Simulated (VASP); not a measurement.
Write the native input for VASP 6.6.1 that does the following.

| Item | Value |
| --- | --- |
| Task | single point |
| Functional | PBEsol |
| Potentials or basis | VASP PAW PBE potentials, release 64 (Be) |
| Cutoff | 520 eV |
| k mesh | 23 × 23 × 23 |
| Occupations | fermi-dirac, width 0.05 eV |
| Spin | no spin polarisation |
| Dipole correction | no |
| Further INCAR settings | ALGO = Normal; EDIFF = 1e-06; NBANDS = 7 |

The structure of Be lies in POSCAR:

```
Be
1.0
    0.0000000000      1.5468885597      1.5468885597
    1.5468885597      0.0000000000      1.5468885597
    1.5468885597      1.5468885597      0.0000000000
Be
1
Direct
    0.0000000000      0.0000000000      0.0000000000
```

This cell differs from its parent crystal: volume scaled by 0.95.

One way to write it, as run:

INCAR

```
PREC = Accurate
ENCUT = 520
EDIFF = 1E-6
ISMEAR = -1
SIGMA = 0.05
LREAL = F
LASPH = T
NELM = 60
ALGO = Normal
ISIF = 2
LWAVE = F
LCHARG = F
GGA = PS
NBANDS = 7
```

KPOINTS

```
regular mesh
0
Gamma
  23 23 23
```

Potentials or basis: VASP PAW PBE potentials, release 64 (Be).

Launch:

```console
$ cat potpaw_PBE.64/Be/POTCAR > POTCAR
$ mpirun -np 1 vasp_std > vasp.out
```

Results of the run:

The pressure is 7.3 GPa. The band gap on the k mesh is zero (band 1 reaches 8.76 eV, above the bottom of band 2 at 8.08 eV).

Caveat: the PAW data sets were made with another functional, which shifts forces and pressure a little.

Wall time 9.3 s on 1 thread of AMD EPYC 7R13 Processor (Zen 3), with other jobs on the host, peak memory 0.09 GiB.
